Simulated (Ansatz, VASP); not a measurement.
**BP in VASP and in Ansatz**

```xyz
2
Lattice="0.0000 2.2375 2.2375 2.2375 0.0000 2.2375 2.2375 2.2375 0.0000" Properties=species:S:1:pos:R:3 pbc="T T T"
B     0.0000    0.0000    0.0000
P     1.1188    1.1188    1.1188
```

Alike in both runs: task relaxation of the atoms; functional r2SCAN; k mesh 10 × 10 × 10; occupations fermi-dirac, width 0.02 eV; no spin polarisation.

|  | VASP | Ansatz |
| --- | --- | --- |
| version | VASP 6.6.1 | Ansatz 0.2.0 |
| potentials or method | VASP PAW PBE potentials, release 64 (B, P), cutoff 520 eV | PAW plane waves |
| valence electrons in the cell | 8 | 8 |

```tsv
	VASP	Ansatz	Ansatz less VASP
gap on the k mesh at the Fermi level, each at its own relaxed structure (eV)	1.39	1.36	-0.032
```

VASP's potentials were made for PBE, not for r2SCAN. Ansatz's warnings: stress scf threshold loose.

Noted on VASP's run: the relaxation stopped at its first step, so nothing moved.
